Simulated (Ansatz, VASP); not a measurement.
# KBr in VASP and in Ansatz

```
CELL_PARAMETERS angstrom
0.00000 3.42420 3.55590
3.42420 0.00000 3.55590
3.42420 3.42420 0.00000
ATOMIC_POSITIONS crystal
K 0.00000 0.00000 0.00000
Br 0.50000 0.50000 0.50000
```

Change from the starting cell: strain +0.040 along x and y, +0.080 along z, atoms carried along.

Alike in both runs: task single point; functional PBE; k mesh 6 × 6 × 6; occupations gaussian, width 0.05 eV; no spin polarisation.

```csv
,VASP,Ansatz
version,VASP 6.6.1,Ansatz 0.2.0
potentials or method,"VASP PAW PBE potentials, release 64 (K_sv, Br), cutoff 520 eV","scalar-relativistic, plane waves, PAW"
valence electrons in the cell,16,16
```

|  | VASP | Ansatz | Ansatz less VASP |
| --- | --- | --- | --- |
| gap on the k mesh at the Fermi level (eV) | 4.07 | 4.07 | +0.001 |
| least direct gap on the mesh (eV) | 4.07 | 4.07 | +0.001 |
| pressure (GPa) | -1.0 | -1.0 | -0.02 |
| traceless stress, the component that is largest in VASP (GPa) | -0.31 | -0.30 | +0.006 |

With one functional, cell and mesh, what is left measures potentials, basis and numerics.
